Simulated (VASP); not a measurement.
Input of a VASP 6.6.1 run:

INCAR

```
SYSTEM = HfO2
ALGO = Normal ; EDIFF = 1E-7
ENCUT = 520 ; GGA = PE
ISIF = 2 ; ISMEAR = -1
LASPH = .TRUE. ; LCHARG = .TRUE.
LELF = .TRUE. ; LREAL = Auto
LVHAR = .TRUE. ; LWAVE = .FALSE.
NBANDS = 106 ; NELM = 100
PREC = Accurate ; SIGMA = 0.02
```

File KPOINTS:

```
k-points
0
G
  5 3 5
  0 0 0
```

Contents of POSCAR:

```
HfO2
1.0
    5.0258405875      0.0000000000      0.0000000000
    0.0000000000      9.9499684441      0.0000000000
    0.0000000000      0.0000000000      5.1925143791
Hf O
8 16
Direct
    0.7444807038      0.8847956429      0.9650530645
    0.2444807038      0.6152043571      0.0349469355
    0.2555192962      0.3847956429      0.5349469355
    0.7555192962      0.1152043571      0.4650530645
    0.2555192962      0.1152043571      0.0349469355
    0.7555192962      0.3847956429      0.9650530645
    0.7444807038      0.6152043571      0.4650530645
    0.2444807038      0.8847956429      0.5349469355
    0.8657010903      0.7921570971      0.6211100117
    0.3657010903      0.7078429029      0.3788899883
    0.1342989097      0.2921570971      0.8788899883
    0.6342989097      0.2078429029      0.1211100117
    0.1342989097      0.2078429029      0.3788899883
    0.6342989097      0.2921570971      0.6211100117
    0.8657010903      0.7078429029      0.1211100117
    0.3657010903      0.7921570971      0.8788899883
    0.5029134493      0.9756706690      0.2618872257
    0.0029134493      0.5243293310      0.7381127743
    0.4970865507      0.4756706690      0.2381127743
    0.9970865507      0.0243293310      0.7618872257
    0.4970865507      0.0243293310      0.7381127743
    0.9970865507      0.4756706690      0.2618872257
    0.5029134493      0.5243293310      0.7618872257
    0.0029134493      0.9756706690      0.2381127743
```

Potentials or basis: VASP PAW PBE potentials, release 64 (Hf_pv, O).

Command:

```console
$ cat potpaw_PBE.64/Hf_pv/POTCAR potpaw_PBE.64/O/POTCAR > POTCAR
$ mpirun -np 1 vasp_std > vasp.out
```

Q: What does it give for the largest force?

A: 0.051 eV/Å.

Q: Estimate the band gap on the k mesh.

A: 4.38 eV (least direct gap 4.52 eV).

Q: Estimate the pressure.

A: 7.2 GPa.

Stress tensor (GPa, compression positive):
```
6.89 0.00 0.00
0.00 6.78 0.00
0.00 0.00 7.86
```

Caveat: the cell stands under pressure; spin-orbit coupling is left out, which moves the levels of the heavy elements; an odd mesh through Γ misses points on the zone boundary, where band edges can lie.
